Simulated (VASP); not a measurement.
# TePb (Fm-3m) in VASP: notebook

TePb is run at these levels: BLYP, PBE+D4, PBEsol+D3(BJ); tasks: relaxation of cell and atoms, single point.

Everything below comes from runs of VASP 6.6.1. Logs are shortened: lines on timing, memory, paths and dates and some standing lists are left out, and cuts for length are marked.

**1. The cell of the first run**

The structure is cubic, space group Fm-3m (No. 225). The conventional cell has a = 6.462 Å, b = 6.462 Å, c = 6.462 Å, α = 90.00°, β = 90.00°, γ = 90.00°. Within 4.3 Å of Pb (site symmetry m-3m) lie 6 Te at 3.23 Å. Within 4.3 Å of Te (site symmetry m-3m) lie 6 Pb at 3.23 Å.

**2. Relaxation of cell and atoms, BLYP**

Input file INCAR:

```
PREC = Accurate
ENCUT = 600
EDIFF = 1E-6
ISMEAR = -1
SIGMA = 0.05
LREAL = F
LASPH = T
NELM = 100
ALGO = Normal
ISIF = 3
LWAVE = F
LCHARG = F
GGA = B5
ALDAX = 1.0
AGGAX = 1.0
AGGAC = 1.0
ALDAC = 0.0
IBRION = 2
NSW = 80
EDIFFG = -0.02
```

Input file KPOINTS:

```
Automatic mesh
0
Gamma
  7 7 7
```

Input file POSCAR:

```
TePb
1.0
    0.0000000000      3.2310000000      3.2310000000
    3.2310000000      0.0000000000      3.2310000000
    3.2310000000      3.2310000000      0.0000000000
Pb Te
1 1
Direct
    0.0000000000      0.0000000000      0.0000000000
    0.5000000000      0.5000000000      0.5000000000
```

Potentials or basis: VASP PAW PBE potentials, release 64 (Pb_d, Te).

Command:

```
cat potpaw_PBE.64/Pb_d/POTCAR potpaw_PBE.64/Te/POTCAR > POTCAR
mpirun -np 1 vasp_std > vasp.out
```

OUTCAR:

```text
PREC = Accurate
   ENCUT = 600
   EDIFF = 1E-6
   ISMEAR = -1
   LREAL = F
   LASPH = T
   NELM = 100
   ISIF = 3
   GGA = B5
   IBRION = 2
   NSW = 80
   EDIFFG = -0.02

 ion  position               nearest neighbor table
   1  0.000  0.000  0.000-   2 3.23   2 3.23   2 3.23   2 3.23   2 3.23   2 3.23
   2  0.500  0.500  0.500-   1 3.23   1 3.23   1 3.23   1 3.23   1 3.23   1 3.23

  LATTYP: Found a face centered cubic cell.
 ALAT       =     6.4620000000

  Lattice vectors:

 A1 = (   0.0000000000,   3.2310000000,   3.2310000000)
 A2 = (   3.2310000000,   0.0000000000,   3.2310000000)
 A3 = (   3.2310000000,   3.2310000000,   0.0000000000)

Analysis of symmetry for initial positions (statically):
=====================================================================
 Subroutine PRICEL returns:
 Original cell was already a primitive cell.

 Routine SETGRP: Setting up the symmetry group for a
 face centered cubic supercell.

 Subroutine GETGRP returns: Found 48 space group operations
[... 9 lines left out ...]

 Routine SETGRP: Setting up the symmetry group for a
 face centered cubic supercell.

 Subroutine GETGRP returns: Found 48 space group operations
[... 11 lines left out ...]
                                     Primitive cell

  volume of cell :      67.4592

  direct lattice vectors                    reciprocal lattice vectors
     0.000000000  3.231000000  3.231000000    -0.154750851  0.154750851  0.154750851
     3.231000000  0.000000000  3.231000000     0.154750851 -0.154750851  0.154750851
     3.231000000  3.231000000  0.000000000     0.154750851  0.154750851 -0.154750851

  length of vectors
     4.569324020  4.569324020  4.569324020     0.268036337  0.268036337  0.268036337

  position of ions in fractional coordinates (direct lattice)
     0.000000000  0.000000000  0.000000000
     0.500000000  0.500000000  0.500000000

  ion indices of the primitive-cell ions
   primitive index   ion index
                 1           1
                 2           2

----------------------------------------------------------------------------------------

 KPOINTS: Automatic mesh

Automatic generation of k-mesh.
 Grid dimensions read from file:
 generate k-points for:    7    7    7

 Generating k-lattice:

  Cartesian coordinates                     Fractional coordinates (reciprocal lattice)
    -0.022107264  0.022107264  0.022107264     0.142857143  0.000000000  0.000000000
     0.022107264 -0.022107264  0.022107264     0.000000000  0.142857143  0.000000000
     0.022107264  0.022107264 -0.022107264     0.000000000  0.000000000  0.142857143

  Length of vectors
     0.038290905  0.038290905  0.038290905

  Shift w.r.t. Gamma in fractional coordinates (k-lattice)
     0.000000000  0.000000000  0.000000000

 Subroutine IBZKPT returns following result:
 ===========================================

 Found     20 irreducible k-points:

 Following reciprocal coordinates:
            Coordinates               Weight
  0.000000  0.000000  0.000000      1.000000
  0.142857  0.000000  0.000000      8.000000
  0.285714  0.000000  0.000000      8.000000
  0.428571  0.000000  0.000000      8.000000
  0.142857  0.142857  0.000000      6.000000
  0.285714  0.142857  0.000000     24.000000
[... 12 lines left out ...]
 -0.428571  0.428571  0.142857     24.000000
 -0.285714  0.428571  0.142857     24.000000
   k-points           NKPTS =     20   k-points in BZ     NKDIM =     20   number of bands    NBANDS=     14
   number of dos      NEDOS =    301   number of ions     NIONS =      2
   total plane-waves  NPLWV =  64000
   dimension x,y,z NGX =    40 NGY =   40 NGZ =   40
   dimension x,y,z NGXF=    80 NGYF=   80 NGZF=   80
   ions per type =               1   1
   NGX,Y,Z   is equivalent  to a cutoff of  14.55, 14.55, 14.55 a.u.
   NGXF,Y,Z  is equivalent  to a cutoff of  29.11, 29.11, 29.11 a.u.
 SYSTEM =  unknown system
   PREC   = accura    normal or accurate (medium, high low for compatibility)
   ISTART =      0    job   : 0-new  1-cont  2-samecut
   ICHARG =      2    charge: 1-file 2-atom 10-const
   ISPIN  =      1    spin polarized calculation?
   LNONCOLLINEAR =      F non collinear calculations
   LSORBIT =      F    spin-orbit coupling
   LASPH  =      T    aspherical Exc in radial PAW
   ENCUT  =  600.0 eV  44.10 Ry    6.64 a.u.   9.13  9.13  9.13*2*pi/ulx,y,z
   NELM   =    100;   NELMIN=  2; NELMDL= -5     # of ELM steps
   EDIFF  = 0.1E-05   stopping-criterion for ELM
   LREAL  =      F    real-space projection
   EDIFFG = -.2E-01   stopping-criterion for IOM
   NSW    =     80    number of steps for IOM
   IBRION =      2    ionic relax: 0-MD 1-quasi-New 2-CG
   NFREE  =      1    steps in history (QN), initial steepest desc. (CG)
   ISIF   =      3    stress and relaxation
   ISYM   =      2    0-nonsym 1-usesym 2-fastsym
   POTIM  = 0.5000    time-step for ionic-motion
   TEBEG  =    0.0;   TEEND  =   0.0 temperature during run
   PSTRESS=    0.0 pullay stress
   NELECT =      20.0000    total number of electrons
   NUPDOWN=      -1.0000    fix difference up-down
   EMIN   =  10.00;   EMAX   =-10.00  energy-range for DOS
   EFERMI =   0.00;   METHOD = LEGACY
   ISMEAR =    -1;   SIGMA  =   0.05  broadening in eV -4-tet -1-fermi 0-gaus
   EFERMI_NEDOS =   21; number of points for ismear=-14 and -15
   IALGO  =     38    algorithm
   IMIX   =      4    mixing-type and parameters
     AMIX     =   0.40;   BMIX     =  1.00
     AMIX_MAG =   1.60;   BMIX_MAG =  1.00
  volume/ion in A,a.u.               =      33.73       227.62
  Fermi-wavevector in a.u.,A,eV,Ry     =   1.091619  2.062861 16.213147  1.191633
  Thomas-Fermi vector in A             =   2.227868
   LORBIT       =      0    0 simple, 1 ext, 2 COOP (PROOUT), +10 PAW based schemes
   GGA     = B5    functional components
   LHFCALC =     F    Hartree Fock is set to
   AEXX    =    0.0000 exact exchange contribution
   IVDW    =     0    specifies the selected vdW correction
   LEPSILON=     F    determine dielectric tensor
   LRPA    =     F    only Hartree local field effects (RPA)
 conjugate gradient relaxation of ions
 non-spin polarized calculation
  energy-cutoff  :      600.00
  volume of cell :       67.46
 maximum number of plane-waves:      2259
 NGX is ok and might be reduce to    40
   NGX = 19   NGY = 19   NGZ = 19

--------------------------------------- Ionic step        1  -------------------------------------------

 number of electron      19.9999998 magnetization

 Free energy of the ion-electron system (eV)
  ---------------------------------------------------
  ext. energy  EPLUGINS =         0.00000000
  ---------------------------------------------------
  free energy    TOTEN  =        -6.25203220 eV

  energy without entropy =       -6.25203090  energy(sigma->0) =       -6.25203155

 E-fermi :   6.5402     XC(G=0):  -8.6997

 val. band max:        5.9940150973   @ k =   0.4286   0.0000   0.0000
 cond. band min:       7.0750282210   @ k =   0.4286   0.0000   0.0000
 fundamental gap:      1.0810131237
 Fermi energy:         6.5402020648

 k-point     1 :       0.0000    0.0000    0.0000
  band No.  band energies     occupation
      1     -10.6542      2.00000
      2     -10.6542      2.00000
      3     -10.6404      2.00000
      4     -10.6404      2.00000
      5     -10.6404      2.00000
      6      -5.9471      2.00000
      7       0.3694      2.00000
      8       4.7203      2.00000
      9       4.7203      2.00000
     10       4.7203      2.00000
     11      10.0785      0.00000
     12      10.0785      0.00000
     13      10.0785      0.00000
     14      12.0903      0.00000

 k-point     2 :       0.1429    0.0000    0.0000
  band No.  band energies     occupation
      1     -10.6565      2.00000
      2     -10.6565      2.00000
      3     -10.6399      2.00000
      4     -10.6377      2.00000
      5     -10.6377      2.00000
      6      -5.7737      2.00000
      7      -0.1729      2.00000
      8       4.7774      2.00000
      9       4.7774      2.00000
     10       5.0255      2.00000
     11       9.2231      0.00000
     12       9.3778      0.00000
     13       9.3778      0.00000
     14      11.9803      0.00000
[... 353 lines left out ...]
 VOLUME and BASIS-vectors are now :
 -----------------------------------------------------------------------------
  energy-cutoff  :      600.00
  volume of cell :       79.40
      direct lattice vectors                 reciprocal lattice vectors
     0.000000000  3.411337318  3.411337318    -0.146570085  0.146570085  0.146570085
     3.411337318  0.000000000  3.411337318     0.146570085 -0.146570085  0.146570085
     3.411337318  3.411337318  0.000000000     0.146570085  0.146570085 -0.146570085

 POSITION                                       TOTAL-FORCE (eV/Angst)
 -----------------------------------------------------------------------------------
      0.00000      0.00000      0.00000         0.000000      0.000000     -0.000000
      3.41134      3.41134      3.41134        -0.000000      0.000000      0.000000
 -----------------------------------------------------------------------------------
    total drift:                                0.000000     -0.000000     -0.000000

  FREE ENERGIE OF THE ION-ELECTRON SYSTEM (eV)
  ---------------------------------------------------
  free  energy   TOTEN  =        -6.3831382572 eV

  energy  without entropy=       -6.3831376745  energy(sigma->0) =       -6.38313797

--------------------------------------- Ionic step        3  -------------------------------------------

 number of electron      19.9999998 magnetization

 Free energy of the ion-electron system (eV)
  ---------------------------------------------------
  ext. energy  EPLUGINS =         0.00000000
  ---------------------------------------------------
  free energy    TOTEN  =        -6.39241755 eV

  energy without entropy =       -6.39241695  energy(sigma->0) =       -6.39241725

 E-fermi :   5.0941     XC(G=0):  -8.1659

 val. band max:        4.4693401022   @ k =   0.4286   0.0000   0.0000
 cond. band min:       5.6730221637   @ k =   0.4286   0.0000   0.0000
 fundamental gap:      1.2036820615
 Fermi energy:         5.0941299874

 k-point     1 :       0.0000    0.0000    0.0000
  band No.  band energies     occupation
      1     -12.0414      2.00000
      2     -12.0414      2.00000
      3     -12.0360      2.00000
      4     -12.0360      2.00000
      5     -12.0360      2.00000
      6      -6.5438      2.00000
      7      -1.4833      2.00000
      8       3.6172      2.00000
      9       3.6172      2.00000
     10       3.6172      2.00000
     11       8.3463      0.00000
     12       8.3463      0.00000
     13       8.3463      0.00000
     14      10.7898      0.00000

 k-point     2 :       0.1429    0.0000    0.0000
  band No.  band energies     occupation
      1     -12.0426      2.00000
      2     -12.0426      2.00000
      3     -12.0356      2.00000
      4     -12.0344      2.00000
      5     -12.0344      2.00000
      6      -6.4006      2.00000
      7      -1.8390      2.00000
      8       3.6665      2.00000
      9       3.6665      2.00000
     10       3.7881      2.00000
     11       7.5977      0.00000
     12       7.7783      0.00000
     13       7.7783      0.00000
     14      10.6959      0.00000
[... 317 lines left out ...]
 VOLUME and BASIS-vectors are now :
 -----------------------------------------------------------------------------
  energy-cutoff  :      600.00
  volume of cell :       76.58
      direct lattice vectors                 reciprocal lattice vectors
     0.000000000  3.370472239  3.370472239    -0.148347165  0.148347165  0.148347165
     3.370472239  0.000000000  3.370472239     0.148347165 -0.148347165  0.148347165
     3.370472239  3.370472239  0.000000000     0.148347165  0.148347165 -0.148347165

 POSITION                                       TOTAL-FORCE (eV/Angst)
 -----------------------------------------------------------------------------------
      0.00000      0.00000      0.00000        -0.000000      0.000000     -0.000000
      3.37047      3.37047      3.37047         0.000000      0.000000      0.000000
 -----------------------------------------------------------------------------------
    total drift:                                0.000000     -0.000000     -0.000000

  FREE ENERGIE OF THE ION-ELECTRON SYSTEM (eV)
  ---------------------------------------------------
  free  energy   TOTEN  =        -6.3924175510 eV

  energy  without entropy=       -6.3924169503  energy(sigma->0) =       -6.39241725

 reached required accuracy - stopping structural energy minimisation
```

It took 60 s on 1 thread of Intel Xeon Platinum 8559C (Emerald Rapids), shared host; peak memory 0.24 GiB.

Results:

| Item | Value |
| --- | --- |
| Free energy | -6.3924 eV |
| Relaxed volume | 38.29 Å³/atom |
| Relaxed cell | a = 4.767 Å, b = 4.767 Å, c = 4.767 Å, α = 60.00°, β = 60.00°, γ = 60.00° |
| Space group after relaxing (to 0.05 Å) | Fm-3m (No. 225) |
| Energy gained by relaxing | 70.2 meV/atom |
| Ionic steps | 3 |
| Pressure after relaxing | 0.0 GPa |

Step by step:
```tsv
step	energy change (eV)	largest force (eV/Å)	pressure (GPa)	volume (Å³)
1	0.0000	0.0000	5.50	67.46
2	-0.1311	0.0000	-1.07	79.40
3	-0.1404	0.0000	0.03	76.58
```

Final structure:
```xyz
2
Lattice="0.0000 3.3705 3.3705 3.3705 0.0000 3.3705 3.3705 3.3705 0.0000" Properties=species:S:1:pos:R:3 pbc="T T T"
Pb    0.0000    0.0000    0.0000
Te    3.3705    3.3705    3.3705
```

Caveat: this odd mesh misses L, where the gap lies, so gap, dielectric constants and Born charges aren't listed; the PAW data sets were made with another functional, which shifts forces and pressure a little; spin-orbit coupling is left out, which moves the levels of the heavy elements; the volume moved by +14 % from the deposited cell, more than functionals usually miss. Zero-point motion and thermal expansion aren't in these numbers.

(Continued in part 2 of 3.)
